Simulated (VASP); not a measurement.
Set up this calculation in VASP 6.6.1, as the native input.

| Item | Value |
| --- | --- |
| Task | relaxation of cell and atoms |
| Functional | PBE |
| Potentials or basis | VASP PAW PBE potentials, release 64 (Ba_sv, Ho_3, Te), 4f in core |
| Cutoff | 500 eV |
| k mesh | 3 × 3 × 3 |
| Occupations | gaussian, width 0.2 eV |
| Spin | no spin polarisation |
| Dipole correction | no |
| Further INCAR settings | ALGO = Normal; EDIFF = 1e-07; IBRION = 2; EDIFFG = -0.08; NSW = 36; ISIF = 3 |

The structure of Ba2Ho3Te lies in POSCAR:

```
Ba2Ho3Te
1.0
    3.2591574000      1.8816754000      5.1261871200
   -3.2591574000      1.8816754000      5.1261871200
    0.0000000000     -3.7633508100      5.1261871200
Ba Ho Te
2 3 1
Direct
    0.6268090000      0.6268090000      0.6268090000
    0.3731910000      0.3731910000      0.3731910000
    0.0000000000      0.5000000000      0.0000000000
    0.5000000000      0.0000000000      0.0000000000
    0.0000000000      0.0000000000      0.5000000000
    0.0000000000      0.0000000000      0.0000000000
```

The cell was generated, and may not be a known phase.

These files were run (other wordings do the same):

INCAR

```
PREC = Accurate ; ENCUT = 500
EDIFF = 1E-7 ; ISMEAR = 0
SIGMA = 0.2 ; LREAL = F
LASPH = T ; NELM = 200
ALGO = Normal ; ISIF = 3
LWAVE = F ; LCHARG = F
GGA = PE ; IBRION = 2
NSW = 36 ; EDIFFG = -0.08
GGA_COMPAT = F ; NELMIN = 4
LMAXMIX = 6
```

KPOINTS

```
Automatic mesh
0
Gamma
  3 3 3
```

Potentials or basis: VASP PAW PBE potentials, release 64 (Ba_sv, Ho_3, Te), 4f in core.

Command:

```sh
$ cat potpaw_PBE.64/Ba_sv/POTCAR potpaw_PBE.64/Ho_3/POTCAR potpaw_PBE.64/Te/POTCAR > POTCAR
$ mpirun -np 1 vasp_std > vasp.out
```

Results of the run:

- Relaxed volume: 38.04 Å³/atom
- Relaxed cell: a = 6.729 Å, b = 6.729 Å, c = 6.729 Å, α = 62.68°, β = 62.68°, γ = 62.68°
- Space group after relaxing (to 0.1 Å): R-3m (No. 166)
- Energy gained by relaxing: 112.3 meV/atom
- Ionic steps: 6
- Pressure after relaxing: 0.0 GPa
- Largest force after relaxing: 0.073 eV/Å
- Band gap on the k mesh: zero (an odd number of electrons rules out a gap without spin polarisation)

Caveat: the k points lie up to 0.37 Å⁻¹ apart in the final cell, too coarse for converged energies and pressures of a metal; the volume moved by over 15 % at a fixed basis, so the end points are rough; spin-orbit coupling is left out, which moves the levels of the heavy elements; the 4f electrons are frozen in the core, so they carry no moment and show no levels; the relaxation stopped at a loose force limit of 0.08 eV/Å, so its end isn't a converged minimum.

It took 3.3 min on 1 thread of Intel(R) Xeon(R) Platinum 8488C (Sapphire Rapids) (shared host), peak memory 0.36 GiB.
